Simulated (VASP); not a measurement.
**ZnC2: relaxation of cell and atoms with PBE**

Crystal: ZnC2.

```
CELL_PARAMETERS angstrom
3.08265 0.00000 0.00000
-1.54132 2.66965 0.00000
0.00000 0.00000 3.32844
ATOMIC_POSITIONS crystal
Zn 0.00000 0.00000 0.00000
C 0.33333 0.66667 0.50000
C 0.66667 0.33333 0.50000
```

```
Program                : VASP 6.6.1
Task                   : relaxation of cell and atoms
Functional             : PBE
Potentials or basis    : VASP PAW PBE potentials, release 64 (Zn, C)
Cutoff                 : 600 eV
k mesh                 : 6 × 6 × 6
Occupations            : gaussian, width 0.1 eV
Spin                   : no spin polarisation
Dipole correction      : no
Further INCAR settings : ALGO = Normal; EDIFF = 1e-06; IBRION = 2; EDIFFG = -0.04; NSW = 90; ISIF = 3
```

| Quantity | Value |
| --- | --- |
| Relaxed volume | 9.90 Å³/atom |
| Relaxed cell | a = 2.507 Å, b = 2.507 Å, c = 5.459 Å, α = 90.00°, β = 90.00°, γ = 120.00° |
| Space group after relaxing (to 0.1 Å) | P6/mmm (No. 191) |
| Energy gained by relaxing | 1746.7 meV/atom |
| Ionic steps | 20 |
| Pressure after relaxing | -0.3 GPa |
| Band gap on the k mesh | zero (bands 10 and 11 overlap by 0.45 eV) |

Stress tensor (GPa, compression positive):
```
-0.41  0.00  0.00
 0.00 -0.41  0.00
 0.00  0.00 -0.08
```

The path:
| step | energy change (eV) | largest force (eV/Å) | pressure (GPa) | volume (Å³) |
| --- | --- | --- | --- | --- |
| 1 | 0.0000 | 0.0000 | -6.94 | 27.39 |
| 2 | -0.9342 | 0.0000 | -2.82 | 25.71 |
| 3 | -2.1358 | 0.0000 | 140.52 | 19.60 |
| 4 | -2.8084 | 0.0000 | 29.34 | 22.83 |
| 5 | -3.0403 | 0.0000 | 70.92 | 21.24 |
| 6 | -3.1867 | 0.0000 | 74.45 | 21.30 |
| 7 | -3.4110 | 0.0000 | 88.90 | 21.42 |
| 8 | -3.3719 | 0.0000 | 97.35 | 21.44 |
| 9 | -3.7834 | 0.0000 | 82.81 | 22.31 |
| 10 | -4.6612 | 0.0000 | 48.59 | 25.03 |
| 11 | -4.9885 | 0.0000 | 4.14 | 30.82 |
| 12 | -5.0511 | 0.0000 | 18.39 | 28.70 |
| 13 | -5.0551 | 0.0000 | 16.58 | 28.95 |
| 14 | -5.1583 | 0.0000 | 11.30 | 29.10 |
| 15 | -5.2372 | 0.0000 | 0.34 | 29.41 |
| 16 | -5.2387 | 0.0000 | 1.53 | 29.37 |
| 17 | -5.2387 | 0.0000 | 1.26 | 29.38 |
| 18 | -5.2393 | 0.0000 | 0.91 | 29.44 |
| 19 | -5.2398 | 0.0000 | 0.55 | 29.53 |
| 20 | -5.2402 | 0.0000 | -0.30 | 29.71 |

Final structure:
```yaml
crystal:
  lattice:
    - [2.50668, 0.00000, 0.00000]
    - [-1.25334, 2.17085, 0.00000]
    - [0.00000, 0.00000, 5.45893]
  atoms:
    - { symbol: Zn, position: [0.00000, 0.00000, 0.00000] }
    - { symbol: C, position: [0.33333, 0.66667, 0.50000] }
    - { symbol: C, position: [0.66667, 0.33333, 0.50000] }
```

Levels at points of the mesh, in eV from the Fermi level:
```csv
k point,band 8,band 9,band 10,band 11,band 12,band 13
"(0.00, 0.00, 0.00)",-6.69,-3.81,-3.81,2.67,7.19,7.19
"(0.50, 0.00, 0.00)",-6.27,-3.08,-0.72,0.11,1.90,5.99
"(0.00, 0.00, 0.50)",-4.63,-3.81,-3.81,-0.45,7.21,7.21
"(0.50, 0.00, 0.50)",-6.27,-3.91,-0.45,0.59,3.92,5.91
```

It took 2.1 min on 1 thread of Intel(R) Xeon(R) 6975P-C (Granite Rapids), on a shared host, peak memory 0.17 GiB.

Caveat: the k points lie up to 0.48 Å⁻¹ apart in the final cell; a cell axis changed by over 15 % at a fixed basis, so the end point is rough.
